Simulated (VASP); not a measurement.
La2O3: density of states with PBEsol+U

The system is La2O3.

```
CELL_PARAMETERS angstrom
3.93078 0.00000 0.00000
-1.96539 3.40415 0.00000
0.00000 0.00000 6.11195
ATOMIC_POSITIONS crystal
La 0.33333 0.66667 0.24624
La 0.66667 0.33333 0.75376
O 0.00000 0.00000 0.00000
O 0.33333 0.66667 0.64589
O 0.66667 0.33333 0.35411
```

```
Program                 : VASP 6.6.1
Task                    : density of states
Functional              : PBEsol
Potentials or basis     : VASP PAW PBE potentials, release 64 (La, O)
Cutoff                  : 520 eV
k mesh                  : 8 × 8 × 5
Occupations             : fermi-dirac, width 0.05 eV
Spin                    : no spin polarisation
Hubbard terms           : La f U = 8.0 eV
Dipole correction       : no
k mesh for the DOS      : 12 × 12 × 8
Occupations for the DOS : tetrahedron
Further INCAR settings  : ALGO = Normal; EDIFF = 1e-06; NBANDS = 28
```

| Quantity | Value |
| --- | --- |
| Valence electrons inside the program's atomic spheres | La 8.54; O 4.92, 5.02 |

Levels at points of the mesh, in eV from the valence-band top:
```csv
k point,band 18,band 19,band 20,band 21,band 22,band 23
"(0.00, 0.00, 0.00)",-0.31,-0.31,-0.04,4.57,4.62,4.62
"(0.50, 0.00, 0.00)",-0.63,-0.41,-0.24,3.92,5.55,5.82
"(0.00, 0.00, 0.50)",-0.74,-0.20,-0.20,5.16,5.16,5.62
"(0.50, 0.00, 0.50)",-0.73,-0.34,-0.01,4.91,4.98,6.61
```

Eigenvalues of the final occupation matrices:
```
    site  spin  trace                         eigenvalues
site 1 f     1   0.06  0.01 0.01 0.01 0.01 0.01 0.01 0.02
site 1 f     2   0.06  0.01 0.01 0.01 0.01 0.01 0.01 0.02
site 2 f     1   0.06  0.01 0.01 0.01 0.01 0.01 0.01 0.02
site 2 f     2   0.06  0.01 0.01 0.01 0.01 0.01 0.01 0.02
```

Run time: 5 min on 1 thread of Intel(R) Xeon(R) Platinum 8375C CPU @ 2.90GHz (Ice Lake), with other jobs on the host, peak memory 0.41 GiB.

Caveat: spin-orbit coupling is left out, which moves the levels of the heavy elements.
